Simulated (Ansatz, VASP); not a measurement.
**Two plane-wave programs on IrRh2**

```xyz
6
Lattice="2.7314 0.0000 0.0000 -1.3657 2.3655 0.0000 0.0000 0.0000 13.2257" Properties=species:S:1:pos:R:3 pbc="T T T"
Ir    1.3657    0.7885    4.4003
Ir    1.3657    0.7885    8.8254
Rh    1.3657    0.7885    0.0000
Rh    0.0000    1.5770   11.0194
Rh    0.0000    1.5770    2.2063
Rh    0.0000    1.5770    6.6129
```

Alike in both runs: task relaxation of cell and atoms; functional PBE; k mesh 18 × 18 × 4; occupations gaussian, width 0.1 eV; no spin polarisation.

```csv
,VASP,Ansatz
version,VASP 6.6.1,Ansatz 0.2.0
potentials or method,"VASP PAW PBE potentials, release 64 (Ir, Rh_pv), cutoff 600 eV","scalar-relativistic, plane waves, PAW"
valence electrons in the cell,78,102
```

Ansatz gave:

```
gap on the k mesh at the Fermi level, each at its own relaxed structure (eV)  : none
relaxed volume (Å³/atom)                                                      : 14.24
relaxed length of the cell vector where the two differ most in proportion (Å) : 2.731
```

Question: What did VASP give for the same quantities?

Answer: gap on the k mesh at the Fermi level, each at its own relaxed structure (eV): none; relaxed volume (Å³/atom): 14.25; relaxed length of the cell vector where the two differ most in proportion (Å): 2.732.

A gap of «none» marks a metal or a gap that the smearing closes. VASP's potentials hold 78 valence electrons a cell and Ansatz's 102, so a difference there can come from the potentials and not from the codes.

Spin-orbit coupling is off throughout.
